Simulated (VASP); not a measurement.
Ru2C: single point with PBE

Ru2C:

```
CELL_PARAMETERS angstrom
4.93494 0.00000 0.00000
0.00000 5.63392 0.00000
0.00000 0.00000 4.97465
ATOMIC_POSITIONS crystal
Ru 0.24371 0.10705 0.07456
Ru 0.75629 0.10705 0.42544
Ru 0.25629 0.39295 0.57456
Ru 0.74371 0.39295 0.92544
Ru 0.24371 0.89295 0.57456
Ru 0.75629 0.89295 0.92544
Ru 0.25629 0.60705 0.07456
Ru 0.74371 0.60705 0.42544
C 0.50000 0.14542 0.75000
C 0.00000 0.35458 0.25000
C 0.50000 0.85458 0.25000
C 0.00000 0.64542 0.75000
```

* Program: VASP 6.6.1
* Task: single point
* Functional: PBE
* Potentials or basis: VASP PAW PBE potentials, release 64 (Ru_pv, C)
* Cutoff: 520 eV
* k mesh: 6 × 6 × 6
* Occupations: gaussian, width 0.1 eV
* Spin: no spin polarisation
* Dipole correction: no
* Further INCAR settings: ALGO = Normal; EDIFF = 1e-06; NBANDS = 76

```json
{
  "Pressure": "0.1 GPa",
  "Largest force": "0.004 eV/Å",
  "Band gap on the k mesh": "zero (bands 64 and 65 overlap by 0.51 eV)"
}
```

Forces in eV/Å, atoms in the order of the input:
```
Ru  -0.004 -0.001 -0.001
Ru   0.004 -0.001  0.001
Ru   0.004  0.001 -0.001
Ru  -0.004  0.001  0.001
Ru  -0.004  0.001 -0.001
Ru   0.004  0.001  0.001
Ru   0.004 -0.001 -0.001
Ru  -0.004 -0.001  0.001
C    0.000  0.000  0.000
C    0.000  0.000  0.000
C    0.000  0.000  0.000
C    0.000  0.000  0.000
```

Levels at points of the mesh, in eV from the Fermi level:
```csv
k point,band 61,band 62,band 63,band 64,band 65,band 66,band 67,band 68
"(0.00, 0.00, 0.00)",-0.28,-0.26,0.08,0.17,0.46,0.50,1.13,1.42
"(0.50, 0.00, 0.00)",-0.50,-0.50,0.18,0.18,0.37,0.37,0.66,0.66
"(0.00, 0.50, 0.00)",-0.66,-0.66,-0.45,-0.45,-0.20,-0.20,0.92,0.92
"(0.50, 0.50, 0.00)",-0.51,-0.51,-0.43,-0.43,-0.19,-0.19,0.27,0.27
"(0.00, 0.00, 0.50)",0.00,0.00,0.07,0.07,0.65,0.65,1.01,1.01
"(0.50, 0.00, 0.50)",-0.59,-0.59,-0.59,-0.59,0.24,0.24,0.24,0.24
"(0.00, 0.50, 0.50)",-0.26,-0.26,-0.26,-0.26,0.02,0.02,0.02,0.02
"(0.50, 0.50, 0.50)",0.02,0.02,0.02,0.02,0.26,0.26,0.26,0.26
```

Run time: 18 min on 1 thread of Intel Xeon 8259CL, on a shared host, peak memory 0.56 GiB.
